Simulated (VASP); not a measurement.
Write the native input for VASP 6.6.1 that does the following.

```
Task                   : single point
Functional             : PBE
Potentials or basis    : VASP PAW PBE potentials, release 64 (Ti_sv, Si)
Cutoff                 : 520 eV
k mesh                 : 1 × 1 × 1, shifted
Occupations            : fermi-dirac, width 0.0939 eV
Spin                   : no spin polarisation
Dipole correction      : no
Further INCAR settings : LREAL = Auto; ALGO = Normal; EDIFF = 1e-06; NBANDS = 75; ISYM = 0
```

The structure of TiSi2 lies in POSCAR:

```
TiSi2
1.0
    6.6632510000      0.2460850000     -0.0945350000
    0.2460850000      6.4484990000     -0.0081680000
   -0.0945350000     -0.0081680000      6.7432540000
Ti Si
6 12
Direct
    0.5418870407      0.2642095700      0.8582787116
    0.5403880256      0.7465800394      0.7253948387
    0.1602071788      0.4698285936      0.5045053539
    0.8285938088      0.8122021036      0.3809941287
    0.1888360148      1.0104415855      0.7193027134
    0.1783722176      0.7164510291      0.0419284799
    0.4796454622      0.9373475692      0.0820784059
    0.5726256644      0.4772890752      0.4884562652
    0.2216860587      0.8324901608      0.4021282412
    0.9076630773      0.6572207569      0.6856833671
    0.0159732649      0.1298119509      0.1765446380
    0.3066760016      0.3443470916      0.1999558734
    0.5307509765      0.0464607972      0.5038269410
    0.7939556313      0.9199907989      0.9808175816
    0.7785243135      0.5662799237      1.0690104763
    0.8879699358      0.2410148098      0.6326936293
    0.1104152374      0.3371073082      0.9116887184
    0.7089527394      0.2035851417      0.2882244582
```

The input as run:

INCAR

```
PREC = Accurate ; ENCUT = 520
EDIFF = 1E-6 ; ISMEAR = -1
SIGMA = 0.0939 ; LREAL = Auto
LASPH = T ; NELM = 100
ALGO = Normal ; ISIF = 2
LWAVE = F ; LCHARG = F
GGA = PE ; ISYM = 0
NBANDS = 75
```

KPOINTS

```
Automatic mesh
0
Gamma
  1 1 1
  0.25 0.25 0.25
```

Potentials or basis: VASP PAW PBE potentials, release 64 (Ti_sv, Si).

Command:

```bash
$ cat potpaw_PBE.64/Ti_sv/POTCAR potpaw_PBE.64/Si/POTCAR > POTCAR
$ mpirun -np 1 vasp_std > vasp.out
```

It gave:

| Property | Result |
| --- | --- |
| Pressure | 1.0 GPa |
| Largest force | 3.069 eV/Å |
| Band gap on the k mesh | 0.32 eV |

Caveat: the k points lie up to 0.98 Å⁻¹ apart.

Run time: 31 s on 1 thread of Intel(R) Xeon(R) 6975P-C (Granite Rapids) (shared host), peak memory 0.32 GiB.
